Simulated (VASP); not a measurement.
# SnSe (CsCl type) (Pm-3m) in VASP: further runs

SnSe (CsCl type) is run at these levels: PBE; tasks: single point.

All numbers are computed with VASP 6.6.1; they aren't measurements. Logs are shortened: lines on timing, memory, paths and dates and some standing lists are left out, and cuts for length are marked.

### 1 The cell of the first run

The structure is cubic, space group Pm-3m (No. 221). The conventional cell has a = 3.241 Å, b = 3.241 Å, c = 3.241 Å, α = 90.00°, β = 90.00°, γ = 90.00°. Sn (site symmetry m-3m) has 8 Se at 2.81 Å and 6 Sn at 3.24 Å within 3.7 Å. Se (site symmetry m-3m) has 8 Sn at 2.81 Å and 6 Se at 3.24 Å within 3.7 Å.

### 2 Single point, PBE

INCAR

```
PREC = Accurate
ENCUT = 520
EDIFF = 1E-6
ISMEAR = -1
SIGMA = 0.1
LREAL = False
LASPH = True
NELM = 100
ALGO = Normal
ISIF = 2
LWAVE = False
LCHARG = True
GGA = PE
LELF = True
LVHAR = True
NBANDS = 17
```

KPOINTS

```
Automatic mesh
0
Gamma
  14 14 14
```

POSCAR

```
SnSe
1.0
    3.2411715150      0.0000000000      0.0000000000
    0.0000000000      3.2411715150      0.0000000000
    0.0000000000      0.0000000000      3.2411715150
Sn Se
1 1
Direct
    0.0000000000      0.0000000000      0.0000000000
    0.5000000000      0.5000000000      0.5000000000
```

Potentials or basis: VASP PAW PBE potentials, release 64 (Sn_d, Se).

The run is started by

```bash
$ cat potpaw_PBE.64/Sn_d/POTCAR potpaw_PBE.64/Se/POTCAR > POTCAR
$ mpirun -np 1 vasp_std > vasp.out
```

OUTCAR:

```text
PREC = Accurate
   ENCUT = 520
   EDIFF = 1E-6
   ISMEAR = -1
   LREAL = False
   LASPH = True
   NELM = 100
   ISIF = 2
   GGA = PE

 ion  position               nearest neighbor table
   1  0.000  0.000  0.000-   2 2.81   2 2.81   2 2.81   2 2.81   2 2.81   2 2.81   2 2.81   2 2.81

   2  0.500  0.500  0.500-   1 2.81   1 2.81   1 2.81   1 2.81   1 2.81   1 2.81   1 2.81   1 2.81

  LATTYP: Found a simple cubic cell.
 ALAT       =     3.2411715150

  Lattice vectors:

 A1 = (   3.2411715150,   0.0000000000,   0.0000000000)
 A2 = (   0.0000000000,   3.2411715150,   0.0000000000)
 A3 = (   0.0000000000,   0.0000000000,   3.2411715150)

Analysis of symmetry for initial positions (statically):
=====================================================================
 Subroutine PRICEL returns:
 Original cell was already a primitive cell.

 Routine SETGRP: Setting up the symmetry group for a
 simple cubic supercell.

 Subroutine GETGRP returns: Found 48 space group operations
 (whereof 48 operations were pure point group operations)
 out of a pool of 48 trial point group operations.

The static configuration has the point symmetry O_h .

Analysis of symmetry for dynamics (positions and initial velocities):
=====================================================================
 Subroutine PRICEL returns:
 Original cell was already a primitive cell.

 Routine SETGRP: Setting up the symmetry group for a
 simple cubic supercell.

 Subroutine GETGRP returns: Found 48 space group operations
 (whereof 48 operations were pure point group operations)
 out of a pool of 48 trial point group operations.

The dynamic configuration has the point symmetry O_h .

 Subroutine INISYM returns: Found 48 space group operations
 (whereof 48 operations are pure point group operations),
 and found     1 'primitive' translations

----------------------------------------------------------------------------------------

                                     Primitive cell

  volume of cell :      34.0491
[... 73 lines left out ...]
   total plane-waves  NPLWV =  13824
   dimension x,y,z NGX =    24 NGY =   24 NGZ =   24
   dimension x,y,z NGXF=    48 NGYF=   48 NGZF=   48
   ions per type =               1   1
   NGX,Y,Z   is equivalent  to a cutoff of  12.31, 12.31, 12.31 a.u.
   NGXF,Y,Z  is equivalent  to a cutoff of  24.62, 24.62, 24.62 a.u.
 SYSTEM =  unknown system
   PREC   = accura    normal or accurate (medium, high low for compatibility)
   ISTART =      0    job   : 0-new  1-cont  2-samecut
   ICHARG =      2    charge: 1-file 2-atom 10-const
   ISPIN  =      1    spin polarized calculation?
   LNONCOLLINEAR =      F non collinear calculations
   LSORBIT =      F    spin-orbit coupling
   LASPH  =      T    aspherical Exc in radial PAW
   ENCUT  =  520.0 eV  38.22 Ry    6.18 a.u.   6.03  6.03  6.03*2*pi/ulx,y,z
   NELM   =    100;   NELMIN=  2; NELMDL= -5     # of ELM steps
   EDIFF  = 0.1E-05   stopping-criterion for ELM
   LREAL  =      F    real-space projection
   EDIFFG = 0.1E-04   stopping-criterion for IOM
   NSW    =      0    number of steps for IOM
   IBRION =     -1    ionic relax: 0-MD 1-quasi-New 2-CG
   NFREE  =      0    steps in history (QN), initial steepest desc. (CG)
   ISIF   =      2    stress and relaxation
   ISYM   =      2    0-nonsym 1-usesym 2-fastsym
   POTIM  = 0.5000    time-step for ionic-motion
   TEBEG  =    0.0;   TEEND  =   0.0 temperature during run
   PSTRESS=    0.0 pullay stress
   NELECT =      20.0000    total number of electrons
   NUPDOWN=      -1.0000    fix difference up-down
   EMIN   =  10.00;   EMAX   =-10.00  energy-range for DOS
   EFERMI =   0.00;   METHOD = LEGACY
   ISMEAR =    -1;   SIGMA  =   0.10  broadening in eV -4-tet -1-fermi 0-gaus
   EFERMI_NEDOS =   21; number of points for ismear=-14 and -15
   IALGO  =     38    algorithm
   IMIX   =      4    mixing-type and parameters
     AMIX     =   0.40;   BMIX     =  1.00
     AMIX_MAG =   1.60;   BMIX_MAG =  1.00
  volume/ion in A,a.u.               =      17.02       114.89
  Fermi-wavevector in a.u.,A,eV,Ry     =   1.371038  2.590886 25.575485  1.879745
  Thomas-Fermi vector in A             =   2.496771
   LORBIT       =      0    0 simple, 1 ext, 2 COOP (PROOUT), +10 PAW based schemes
   GGA     = PE    functional components
   LHFCALC =     F    Hartree Fock is set to
   AEXX    =    0.0000 exact exchange contribution
   IVDW    =     0    specifies the selected vdW correction
   LEPSILON=     F    determine dielectric tensor
   LRPA    =     F    only Hartree local field effects (RPA)
 non-spin polarized calculation
  energy-cutoff  :      520.00
  volume of cell :       34.05
 maximum number of plane-waves:       938
   NGX = 13   NGY = 13   NGZ = 13

 number of electron      20.0000009 magnetization

 Free energy of the ion-electron system (eV)
  ---------------------------------------------------
  ext. energy  EPLUGINS =         0.00000000
  ---------------------------------------------------
  free energy    TOTEN  =        -6.20985588 eV

  energy without entropy =       -6.18712776  energy(sigma->0) =       -6.19849182

 E-fermi :  11.8216     XC(G=0): -12.0653

 val. band max:       11.8151331839   @ k =   0.4286   0.2857   0.2143
 cond. band min:      11.8312912094   @ k =   0.3571   0.0714   0.0000
 fundamental gap:      0.0161580254
 Fermi energy:        11.8216079458

 k-point     1 :       0.0000    0.0000    0.0000
  band No.  band energies     occupation
      1     -10.3968      2.00000
      2     -10.3968      2.00000
      3     -10.1517      2.00000
      4     -10.1517      2.00000
      5     -10.1517      2.00000
      6      -5.5888      2.00000
[... 457 lines left out ...]
      4     -10.1909      2.00000
      5     -10.1752      2.00000
      6      -3.5810      2.00000
[... 9 lines left out ...]
     16      22.9113      0.00000
     17      23.6881      0.00000

 [... further k-points ...]
[... 5 lines left out ...]
  --------------------------------------------------------------------------------------
  -------------------------------------------------------------------------------------
  Total        9.3926991      9.3926991      9.3926991      0.0000000     -0.0000000      0.0000000
  in kB      441.9722006    441.9722006    441.9722006      0.0000000     -0.0000000      0.0000000
  external PRESSURE =     441.9722006 kB  Pullay stress =       0.0000000 kB

 VOLUME and BASIS-vectors are now :
 -----------------------------------------------------------------------------
  energy-cutoff  :      520.00
  volume of cell :       34.05
      direct lattice vectors                 reciprocal lattice vectors
     3.241171515  0.000000000  0.000000000     0.308530417  0.000000000  0.000000000
     0.000000000  3.241171515  0.000000000     0.000000000  0.308530417  0.000000000
     0.000000000  0.000000000  3.241171515     0.000000000  0.000000000  0.308530417

 POSITION                                       TOTAL-FORCE (eV/Angst)
 -----------------------------------------------------------------------------------
      0.00000      0.00000      0.00000         0.000000      0.000000      0.000000
      1.62059      1.62059      1.62059         0.000000      0.000000      0.000000
 -----------------------------------------------------------------------------------
    total drift:                                0.000000      0.000000      0.000000

  FREE ENERGIE OF THE ION-ELECTRON SYSTEM (eV)
  ---------------------------------------------------
  free  energy   TOTEN  =        -6.2098558830 eV

  energy  without entropy=       -6.1871277567  energy(sigma->0) =       -6.19849182
```

OSZICAR:

```text
N       E                     dE             d eps       ncg     rms          rms(c)
DAV:   1     0.133204859856E+03    0.13320E+03   -0.99558E+03  4249   0.171E+03
DAV:   2     0.417088415482E+01   -0.12903E+03   -0.12482E+03  4457   0.374E+02
DAV:   3    -0.612507649326E+01   -0.10296E+02   -0.10178E+02  5076   0.886E+01
DAV:   4    -0.631584730910E+01   -0.19077E+00   -0.19062E+00  4789   0.122E+01
DAV:   5    -0.632019468140E+01   -0.43474E-02   -0.43471E-02  5564   0.185E+00    0.552E+00
DAV:   6    -0.622421043630E+01    0.95984E-01   -0.13624E-01  6102   0.427E+00    0.337E+00
DAV:   7    -0.621129780671E+01    0.12913E-01   -0.47926E-02  6042   0.180E+00    0.938E-01
DAV:   8    -0.620985596969E+01    0.14418E-02   -0.60827E-03  5410   0.865E-01    0.881E-02
DAV:   9    -0.620986070360E+01   -0.47339E-05   -0.39429E-04  5420   0.263E-01    0.594E-02
DAV:  10    -0.620985613911E+01    0.45645E-05   -0.27402E-05  5395   0.464E-02    0.165E-02
DAV:  11    -0.620985588302E+01    0.25609E-06   -0.63570E-06  5252   0.325E-02
   1 F= -.62098559E+01 E0= -.61984918E+01  d E =-.227281E-01
```

Run time: 14 s. Hardware: 1 thread of Intel Xeon 6975P-C (Granite Rapids), shared host; peak memory 0.19 GiB.

Results:

| Quantity | Value |
| --- | --- |
| Free energy | -6.2099 eV |
| Pressure | 44.2 GPa |
| Band gap on the k mesh | zero (band 10 reaches 12.86 eV, above the bottom of band 11 at 8.88 eV) |

Levels at points of the mesh, in eV from the Fermi level:
```csv
k point,band 8,band 9,band 10,band 11,band 12,band 13
"(0.00, 0.00, 0.00)",-3.45,-3.45,-3.45,3.11,3.11,8.99
"(0.50, 0.00, 0.00)",-1.31,-1.31,0.24,1.86,3.17,3.17
"(0.50, 0.50, 0.00)",-8.20,-7.11,-0.72,5.13,5.13,6.46
"(0.50, 0.50, 0.50)",-5.19,-5.19,-3.76,-2.94,-2.94,-2.94
```

Caveat: spin-orbit coupling is left out, which moves the levels of the heavy elements.

### 3 Single point, PBE

INCAR

```
SYSTEM = SnSe
PREC = Accurate ; ENCUT = 520
EDIFF = 1E-7 ; ISMEAR = -1
SIGMA = 0.1 ; LREAL = .FALSE.
LASPH = .TRUE. ; NELM = 60
ALGO = Normal ; ISIF = 2
LWAVE = .FALSE. ; LCHARG = .FALSE.
GGA = PE ; NBANDS = 17
```

KPOINTS

```
regular mesh
0
G
  14 14 14
  0 0 0
```

POSCAR

```
SnSe
1.0
    3.2409675547      0.0000000000      0.0000000000
    0.0000000000      3.2409675547      0.0000000000
    0.0000000000      0.0000000000      3.2409675547
Sn Se
1 1
Direct
    0.0000000000      0.0000000000      0.0000000000
    0.5000000000      0.5000000000      0.5000000000
```

Potentials or basis: VASP PAW PBE potentials, release 64 (Sn_d, Se).

The run is started by

```bash
$ cat potpaw_PBE.64/Sn_d/POTCAR potpaw_PBE.64/Se/POTCAR > POTCAR
$ mpirun -np 1 vasp_std > vasp.out
```

OUTCAR:

```text
SYSTEM = SnSe
   PREC = Accurate
   ENCUT = 520
   EDIFF = 1E-7
   ISMEAR = -1
   LREAL = .FALSE.
   LASPH = .TRUE.
   NELM = 60
   ISIF = 2
   GGA = PE

 ion  position               nearest neighbor table
   1  0.000  0.000  0.000-   2 2.81   2 2.81   2 2.81   2 2.81   2 2.81   2 2.81   2 2.81   2 2.81

   2  0.500  0.500  0.500-   1 2.81   1 2.81   1 2.81   1 2.81   1 2.81   1 2.81   1 2.81   1 2.81

  LATTYP: Found a simple cubic cell.
 ALAT       =     3.2409675547

  Lattice vectors:

[... 191 lines left out ...]
      6      -5.5875      2.00000
[... 457 lines left out ...]
      4     -10.1880      2.00000
      5     -10.1723      2.00000
      6      -3.5791      2.00000
[... 9 lines left out ...]
     16      22.9156      0.00000
     17      23.6920      0.00000

 [... further k-points ...]
[... 5 lines left out ...]
  --------------------------------------------------------------------------------------
  -------------------------------------------------------------------------------------
  Total        9.3948631      9.3948631      9.3948631      0.0000000     -0.0000000      0.0000000
  in kB      442.1574928    442.1574928    442.1574928      0.0000000     -0.0000000      0.0000000
  external PRESSURE =     442.1574928 kB  Pullay stress =       0.0000000 kB

 VOLUME and BASIS-vectors are now :
 -----------------------------------------------------------------------------
  energy-cutoff  :      520.00
  volume of cell :       34.04
      direct lattice vectors                 reciprocal lattice vectors
     3.240967555  0.000000000  0.000000000     0.308549834  0.000000000  0.000000000
     0.000000000  3.240967555  0.000000000     0.000000000  0.308549834  0.000000000
     0.000000000  0.000000000  3.240967555     0.000000000  0.000000000  0.308549834

 POSITION                                       TOTAL-FORCE (eV/Angst)
 -----------------------------------------------------------------------------------
      0.00000      0.00000      0.00000         0.000000      0.000000      0.000000
      1.62048      1.62048      1.62048         0.000000      0.000000      0.000000
 -----------------------------------------------------------------------------------
    total drift:                                0.000000      0.000000      0.000000

  FREE ENERGIE OF THE ION-ELECTRON SYSTEM (eV)
  ---------------------------------------------------
  free  energy   TOTEN  =        -6.2080790700 eV

  energy  without entropy=       -6.1853589558  energy(sigma->0) =       -6.19671901
```

OSZICAR:

```text
N       E                     dE             d eps       ncg     rms          rms(c)
DAV:   1     0.135432418640E+03    0.13543E+03   -0.10004E+04  4187   0.171E+03
DAV:   2     0.439753584200E+01   -0.13103E+03   -0.12647E+03  4434   0.376E+02
DAV:   3    -0.610857335816E+01   -0.10506E+02   -0.10365E+02  5129   0.887E+01
DAV:   4    -0.631388901599E+01   -0.20532E+00   -0.20515E+00  4843   0.125E+01
DAV:   5    -0.631840087158E+01   -0.45119E-02   -0.45116E-02  5467   0.188E+00    0.552E+00
DAV:   6    -0.622244150622E+01    0.95959E-01   -0.13627E-01  6140   0.426E+00    0.337E+00
DAV:   7    -0.620951984960E+01    0.12922E-01   -0.47934E-02  5951   0.180E+00    0.940E-01
DAV:   8    -0.620807926543E+01    0.14406E-02   -0.61458E-03  5385   0.865E-01    0.869E-02
DAV:   9    -0.620808399296E+01   -0.47275E-05   -0.39635E-04  5456   0.265E-01    0.576E-02
DAV:  10    -0.620807925884E+01    0.47341E-05   -0.28084E-05  5386   0.479E-02    0.158E-02
DAV:  11    -0.620807908416E+01    0.17468E-06   -0.69070E-06  5460   0.339E-02    0.442E-03
DAV:  12    -0.620807931589E+01   -0.23173E-06   -0.57316E-07  4744   0.643E-03    0.335E-03
DAV:  13    -0.620807917488E+01    0.14101E-06   -0.48214E-08  2414   0.188E-03    0.143E-03
DAV:  14    -0.620807907032E+01    0.10456E-06   -0.18031E-08  2270   0.168E-03    0.182E-04
DAV:  15    -0.620807907002E+01    0.30195E-09   -0.28196E-09  2264   0.469E-04
   1 F= -.62080791E+01 E0= -.61967190E+01  d E =-.227201E-01
```

stdout:

```text
POSCAR found type information on POSCAR SnSe
 POSCAR found :  2 types and       2 ions
 scaLAPACK will be used
 LDA part: xc-table for (Slater+PW92), standard interpolation
 POSCAR, INCAR and KPOINTS ok, starting setup
 FFT: planning ... GRIDC
 FFT: planning ... GRID_SOFT
 FFT: planning ... GRID
 WAVECAR not read
 entering main loop
```

Wall time 17 s (1 thread of Intel Xeon 6975P-C (Granite Rapids), shared host); peak memory 0.19 GiB.

Results:

```
Free energy            : -6.2081 eV
Pressure               : 44.2 GPa
Band gap on the k mesh : zero (band 10 reaches 12.86 eV, above the bottom of band 11 at 8.89 eV)
```

Levels at points of the mesh, in eV from the Fermi level:
```
           k point  band 6  band 7  band 8  band 9  band 10  band 11  band 12  band 13  band 14  band 15
(0.00, 0.00, 0.00)  -17.41   -4.69   -3.46   -3.46    -3.46     3.11     3.11     8.99     8.99     8.99
(0.50, 0.00, 0.00)  -15.38  -11.42   -1.31   -1.31     0.24     1.86     3.17     3.17     4.88     7.58
(0.50, 0.50, 0.00)  -13.55   -8.21   -8.21   -7.11    -0.72     5.13     5.13     6.46     6.85     8.73
(0.50, 0.50, 0.50)  -12.78   -5.19   -5.19   -5.19    -3.75    -2.94    -2.94    -2.94    18.51    18.51
```

Caveat: spin-orbit coupling is left out, which moves the levels of the heavy elements.
